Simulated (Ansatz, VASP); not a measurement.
# NaF: VASP beside Ansatz

```
CELL_PARAMETERS angstrom
0.00000 2.25027 2.25027
2.25027 0.00000 2.25027
2.25027 2.25027 0.00000
ATOMIC_POSITIONS crystal
Na 0.00000 0.00000 0.00000
F 0.50000 0.50000 0.50000
```

Alike in both runs: task single point; functional r2SCAN; k mesh 8 × 8 × 8; no spin polarisation.

|  | VASP | Ansatz |
| --- | --- | --- |
| version | VASP 6.6.1 | Ansatz 0.2.0 |
| potentials or method | VASP PAW PBE potentials, release 64 (Na_pv, F) | plane waves, PAW |
| plane-wave cutoff (eV) | 520 | 500 |
| occupations | gaussian, width 0.01 eV | fixed |
| valence electrons in the cell | 14 | 16 |

Ansatz gave:

- gap on the k mesh at the Fermi level (eV): 7.65
- pressure (GPa): 3.9

**Question.** Estimate VASP's values.

**Answer.** gap on the k mesh at the Fermi level (eV): 7.70; pressure (GPa): 3.2.

VASP's potentials were made for PBE, not for r2SCAN. VASP's potentials hold 14 valence electrons a cell and Ansatz's 16, so a difference there can come from the potentials and not from the codes.
